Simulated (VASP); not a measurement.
A run of VASP 6.6.1:

INCAR

```
PREC = Accurate ; ENCUT = 520
EDIFF = 1E-6 ; ISMEAR = -1
SIGMA = 0.05 ; LREAL = F
LASPH = T ; NELM = 150
ALGO = Normal ; ISIF = 2
LWAVE = F ; LCHARG = F
ISPIN = 2 ; MAGMOM = 7 7
LORBIT = 11 ; LMAXMIX = 6
GGA = PE ; NBANDS = 29
```

KPOINTS

```
Automatic mesh
0
Gamma
  8 8 5
```

The input POSCAR:

```
Gd
1.0
    3.6495490575      0.0000000000      0.0000000000
   -1.8247745288      3.1606021962      0.0000000000
    0.0000000000      0.0000000000      5.8365260758
Gd
2
Direct
    0.6666666667      0.3333333333      0.7500000000
    0.3333333333      0.6666666667      0.2500000000
```

Potentials or basis: VASP PAW PBE potentials, release 64 (Gd).

Command:

```sh
$ cat potpaw_PBE.64/Gd/POTCAR > POTCAR
$ mpirun -np 1 vasp_std > vasp.out
```

Hardware: 1 thread of Intel Xeon 8259CL, with other jobs on the host.

Task: How long does it take, and how much memory?

Result: Run time: 15 min on 1 thread of Intel Xeon 8259CL, on a shared host, peak memory 0.28 GiB. Counts: scf iterations 54, k points 30.
